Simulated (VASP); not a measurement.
Ag:

```xyz
1
Lattice="0.0000 2.0431 2.0431 2.0431 0.0000 2.0431 2.0431 2.0431 0.0000" Properties=species:S:1:pos:R:3 pbc="T T T"
Ag    0.0000    0.0000    0.0000
```

| Item | Value |
| --- | --- |
| Program | VASP 6.6.1 |
| Task | relaxation of cell and atoms |
| Functional | BLYP |
| Potentials or basis | VASP PAW PBE potentials, release 64 (Ag) |
| Cutoff | 600 eV |
| k mesh | 13 × 13 × 13 |
| Occupations | fermi-dirac, width 0.1 eV |
| Spin | no spin polarisation |

At the start: pressure 12.2 GPa; volume 17.06 Å³/atom.

Question: How do energy, volume and symmetry change on relaxing?

Answer: Over 3 steps the energy falls by 74.9 meV/atom and the volume is 19.30 Å³/atom (+13.2 %); space group Fm-3m (No. 225, to 0.05 Å).

The path:
```csv
step,energy change (eV),largest force (eV/Å),pressure (GPa),volume (Å³)
1,0.0000,0.0000,12.20,17.06
2,-0.0620,0.0000,-3.37,20.47
3,-0.0749,0.0000,0.04,19.30
```

Final structure:
```
Ag
1.0
     0.00000    2.12901    2.12901
     2.12901    0.00000    2.12901
     2.12901    2.12901    0.00000
Ag
1
Cartesian
  0.0000 0.0000 0.0000
```

Caveat: the PAW data sets were made with another functional, which shifts forces and pressure a little; the volume moved by +13 % from the deposited cell, more than functionals usually miss.
